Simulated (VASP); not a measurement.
# ScAlN2: single point with r2SCAN

ScAlN2:

```
Sc Al N
1.0
     1.48747    0.85879    4.81504
    -1.48747    0.85879    4.81504
     0.00000   -1.71758    4.81504
Sc Al N
1 1 2
Direct
  0.00000 0.00000 0.00000
  0.50000 0.50000 0.50000
  0.24331 0.24331 0.24331
  0.75669 0.75669 0.75669
```

This cell differs from its parent crystal: volume changed by -6%.

| Quantity | Value |
| --- | --- |
| Program | VASP 6.6.1 |
| Task | single point |
| Functional | r2SCAN |
| Potentials or basis | VASP PAW PBE potentials, release 64 (Sc_sv, Al, N) |
| Cutoff | 520 eV |
| k mesh | 8 × 8 × 8 |
| Occupations | gaussian, width 0.01 eV |
| Spin | no spin polarisation |
| Dipole correction | no |
| Further INCAR settings | ALGO = Normal; EDIFF = 1e-07; NBANDS = 20 |

```
Pressure               : 18.0 GPa
Largest force          : 0.277 eV/Å
Band gap on the k mesh : 1.07 eV, indirect (least direct gap 3.04 eV)
```

Forces on the atoms (eV/Å):
```
Sc   0.000  0.000  0.000
Al   0.000  0.000  0.000
N    0.000  0.000 -0.277
N    0.000  0.000  0.277
```

Stress tensor (GPa, compression positive):
```
17.84  0.00  0.00
 0.00 17.84  0.00
 0.00  0.00 18.22
```

Levels at points of the mesh, in eV from the valence-band top:
```csv
k point,band 10,band 11,band 12,band 13,band 14,band 15
"(0.00, 0.00, 0.00)",-0.37,-0.37,0.00,3.66,3.80,3.80
"(0.50, 0.00, 0.00)",-3.48,-1.89,-1.20,2.58,6.14,6.34
"(0.50, 0.50, 0.00)",-2.50,-2.45,-1.97,1.07,5.86,6.13
"(0.50, 0.50, 0.50)",-2.14,-1.07,-1.07,3.60,4.00,4.00
```

Run time: 6.4 min on 1 thread of Intel Xeon 6975P-C, with other jobs on the host, peak memory 0.29 GiB.

Caveat: the PAW data sets were made with another functional, which shifts forces and pressure a little. A k mesh can miss the band edges.
